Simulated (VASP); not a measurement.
Wanted: the native input for a VASP 6.6.1 run.

```
Task                   : single point
Functional             : PBE
Potentials or basis    : VASP PAW PBE potentials, release 64 (Al, N)
Cutoff                 : 520 eV
k mesh                 : 5 × 5 × 1
Occupations            : gaussian, width 0.1 eV
Spin                   : no spin polarisation
Dipole correction      : yes
Further INCAR settings : ALGO = Normal; EDIFF = 1e-06; NBANDS = 32
```

The structure of Al12N lies in POSCAR:

```
Al12N
1.0
    5.7143028096      0.0000000000      0.0000000000
    0.0000000000      5.7143028096      0.0000000000
    0.0000000000      0.0000000000     19.6750228481
Al N
12 1
Direct
    0.2500000000      0.2500000000      0.2033034488
    0.2500000000      0.7500000000      0.2033034488
    0.7500000000      0.2500000000      0.2033034488
    0.7500000000      0.7500000000      0.2033034488
    0.0000000000      0.0000000000      0.3092772432
    0.0000000000      0.5000000000      0.3092772432
    0.5000000000      0.0000000000      0.3092772432
    0.5000000000      0.5000000000      0.3092772432
    0.2500000000      0.2500000000      0.4155025847
    0.2500000000      0.7500000000      0.4155025847
    0.7500000000      0.2500000000      0.4155025847
    0.7500000000      0.7500000000      0.4155025847
    0.2500000000      0.5000000000      0.4706597326
```

These files were run (other wordings do the same):

INCAR

```
SYSTEM = Al12N
PREC = Accurate
ENCUT = 520
EDIFF = 1E-6
ISMEAR = 0
SIGMA = 0.1
LREAL = .False.
LASPH = .True.
NELM = 60
ALGO = Normal
ISIF = 2
LWAVE = .False.
LCHARG = .True.
LDIPOL = .True.
IDIPOL = 3
DIPOL = 0.5 0.5 0.322
GGA = PE
LELF = .True.
LVHAR = .True.
LVACPOTAV = .True.
NBANDS = 32
```

KPOINTS

```
regular mesh
0
Gamma
  5 5 1
  0 0 0
```

Potentials or basis: VASP PAW PBE potentials, release 64 (Al, N).

Command:

```bash
$ cat potpaw_PBE.64/Al/POTCAR potpaw_PBE.64/N/POTCAR > POTCAR
$ mpirun -np 1 vasp_std > vasp.out
```

It gave:

| Quantity | Value |
| --- | --- |
| Largest force | 0.352 eV/Å |

It took 8.6 min on 1 thread of Intel(R) Xeon(R) Platinum 8488C (Sapphire Rapids), on a shared host, peak memory 0.63 GiB.
